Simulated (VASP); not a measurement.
Here is a VASP 6.6.1 calculation.

The input INCAR:

```
SYSTEM = Si
  ALGO = Normal
  EDIFF = 1E-6
  ENCUT = 500
  GGA = PS
  GGA_COMPAT = .False.
  ISIF = 2
  ISMEAR = 0
  IVDW = 12
  LASPH = .True.
  LCHARG = .False.
  LREAL = .False.
  LWAVE = .False.
  NBANDS = 11
  NELM = 120
  PREC = Accurate
  SIGMA = 0.01
```

File KPOINTS:

```
k-points
0
Gamma
  6 6 6
  0 0 0
```

File POSCAR:

```
Si
1.0
    0.0000000000      2.7580524980      2.7580524980
    2.7580524980      0.0000000000      2.7580524980
    2.7580524980      2.7580524980      0.0000000000
Si
2
Direct
    0.7500000000      0.7500000000      0.7500000000
    0.5000000000      0.5000000000      0.5000000000
```

Potentials or basis: VASP PAW PBE potentials, release 64 (Si).

Launch:

```console
$ cat potpaw_PBE.64/Si/POTCAR > POTCAR
$ mpirun -np 1 vasp_std > vasp.out
```

Question: What does it give for the dispersion energy per atom?

Answer: -0.261 eV.

Question: What does it give for the band gap on the k mesh?

Answer: 0.67 eV, indirect (least direct gap 2.46 eV).

Question: Estimate the pressure.

Answer: -5.3 GPa.

Caveat: the PAW data sets were made with another functional, which shifts forces and pressure a little. Expect the measured gap to be larger: semilocal functionals such as PBEsol lack the derivative discontinuity.
